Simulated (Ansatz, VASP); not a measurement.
Two plane-wave programs on AlNi3

INCAR

```
PREC = Accurate
ENCUT = 520
EDIFF = 1E-7
ISMEAR = 0
SIGMA = 0.011
LREAL = False
LASPH = True
NELM = 150
ALGO = Normal
ISIF = 2
LWAVE = False
LCHARG = True
ISPIN = 2
MAGMOM = 1 1 1 0
LORBIT = 11
LMAXMIX = 4
GGA = PE
LELF = True
LVHAR = True
NBANDS = 28
```

Contents of KPOINTS:

```
Automatic mesh
0
Gamma
  8 8 8
```

The input POSCAR:

```
AlNi3
1.0
    3.5230547267      0.0000000000      0.0000000000
    0.0000000000      3.5230547267      0.0000000000
    0.0000000000      0.0000000000      3.5230547267
Ni Al
3 1
Direct
    0.5000000000      0.5000000000      0.0000000000
    0.5000000000      0.0000000000      0.5000000000
    0.0000000000      0.5000000000      0.5000000000
    0.0000000000      0.0000000000      0.0000000000
```

The input input.yaml:

```yaml
crystal:
  lattice:
    - [3.5230547267, 0.0, 0.0]
    - [0.0, 3.5230547267, 0.0]
    - [0.0, 0.0, 3.5230547267]
  atoms:
    - { symbol: Ni, position: [0.5, 0.5, 0.0], spin: 1.0 }
    - { symbol: Ni, position: [0.5, 0.0, 0.5], spin: 1.0 }
    - { symbol: Ni, position: [0.0, 0.5, 0.5], spin: 1.0 }
    - { symbol: Al, position: [0.0, 0.0, 0.0] }
hamiltonian:
  xc: pbe
  pseudopotentials: { kind: paw }
magnetization:
  spin_polarized: true
kpoints:
  mp_grid: { grid: [8, 8, 8] }
scf:
  occupations: { method: gaussian, width: 0.011 }
output:
  forces: true
  stress: true
  eigenvalues: true
```

Alike in both runs: task single point; functional PBE; k mesh 8 × 8 × 8; occupations gaussian, width 0.011 eV; collinear spin.

```csv
,VASP,Ansatz
version,VASP 6.6.1,Ansatz 0.2.0
potentials or method,"VASP PAW PBE potentials, release 64 (Ni, Al)",Ansatz PAW
plane-wave cutoff (eV),520,420
valence electrons in the cell,33,57
```

```tsv
	VASP	Ansatz	Ansatz less VASP
gap on the k mesh at the Fermi level (eV)	none	none	-
pressure (GPa)	7.3	7.4	+0.04
net moment per atom (μB)	0.19	0.21	+0.018
size of the moment on the site where the two differ most (μB)	0.27	0.30	+0.035
```

Site moments also hang on the region over which each program counts them. A gap of «none» marks a metal or a gap that the smearing closes. VASP's potentials hold 33 valence electrons a cell and Ansatz's 57, so a difference there can come from the potentials and not from the codes.
